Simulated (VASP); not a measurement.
Ni, 1 atom in the cell. The structure is tetragonal, space group I4/mmm (No. 139). Conventional cell: a = 2.512 Å, b = 2.512 Å, c = 3.167 Å, α = 90.00°, β = 90.00°, γ = 90.00°. Within 3.1 Å of Ni (site symmetry 4/mmm) lie 12 Ni at 2.38 to 2.51 Å.  This cell differs from its parent crystal: strain +e along x and -e along y +0.0000, strain +e along z and -e/2 along x and y -0.0750.

| Property | Result |
| --- | --- |
| Program | VASP 6.6.1 |
| Task | single point |
| Functional | LDA |
| Potentials or basis | VASP PAW LDA potentials, release 64 (Ni) |
| Cutoff | 520 eV |
| k mesh | 22 × 22 × 22 |
| Occupations | gaussian, width 0.15 eV |
| Spin | collinear spin, ferromagnetic start |
| Starting moments | [0.7] μB |
| Dipole correction | no |
| Further INCAR settings | ALGO = Fast; EDIFF = 1e-07; NBANDS = 15 |

Potentials or basis: VASP PAW LDA potentials, release 64 (Ni).

Command:

```sh
$ cat potpaw_LDA.64/Ni/POTCAR > POTCAR
$ mpirun -np 1 vasp_std > vasp.out
```

Hardware: 1 thread of Intel(R) Xeon(R) 6975P-C (Granite Rapids) (shared host).

Question: How long does it take, and how much memory?

Answer: Run time: 2.1 min on 1 thread of Intel(R) Xeon(R) 6975P-C (Granite Rapids) (shared host), peak memory 0.28 GiB. Counts: scf iterations 14, k points 834.
